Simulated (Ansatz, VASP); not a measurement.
One calculation of Sr2CdAgC6N6, two programs

```
Sr Cd Ag C N
1.0
     0.00000    5.92906    5.92906
     5.92906    0.00000    5.92906
     5.92906    5.92906    0.00000
Sr Cd Ag C N
2 1 1 6 6
Direct
  0.25000 0.25000 0.25000
  0.75000 0.75000 0.75000
  0.00000 0.00000 0.00000
  0.50000 0.50000 0.50000
  0.80058 0.19942 0.19942
  0.19942 0.80058 0.19942
  0.19942 0.19942 0.80058
  0.19942 0.80058 0.80058
  0.80058 0.19942 0.80058
  0.80058 0.80058 0.19942
  0.70167 0.29833 0.29833
  0.29833 0.70167 0.29833
  0.29833 0.29833 0.70167
  0.29833 0.70167 0.70167
  0.70167 0.29833 0.70167
  0.70167 0.70167 0.29833
```

Alike in both runs: functional PBE; k mesh 6 × 6 × 6; occupations gaussian, width 0.1 eV; no spin polarisation.

Ansatz relaxed the structure, and its values are those at the end. VASP's run is a single point on that final structure, the one shown.

```csv
,VASP,Ansatz
version,VASP 6.6.1,Ansatz 0.2.0
potentials or method,"VASP PAW PBE potentials, release 64 (Sr_sv, Cd, Ag, C, N), cutoff 520 eV","scalar-relativistic, plane waves, PAW"
valence electrons in the cell,97,113
```

VASP gave:

- gap on the k mesh at the Fermi level (eV): none
- pressure (GPa): 0.3
- rms of the force components (eV/Å): 0.196

Problem. Estimate Ansatz's values.

Solution. gap on the k mesh at the Fermi level (eV): none; pressure (GPa): 0.0; rms of the force components (eV/Å): 0.001.

A gap of «none» marks a metal or a gap that the smearing closes. One of these differences is far larger than is usual between the two programs; its cause wasn't traced. VASP's potentials hold 97 valence electrons a cell and Ansatz's 113, so a difference there can come from the potentials and not from the codes.

Noted on VASP's run: the standard files for N, O and F lose accuracy on very short bonds.
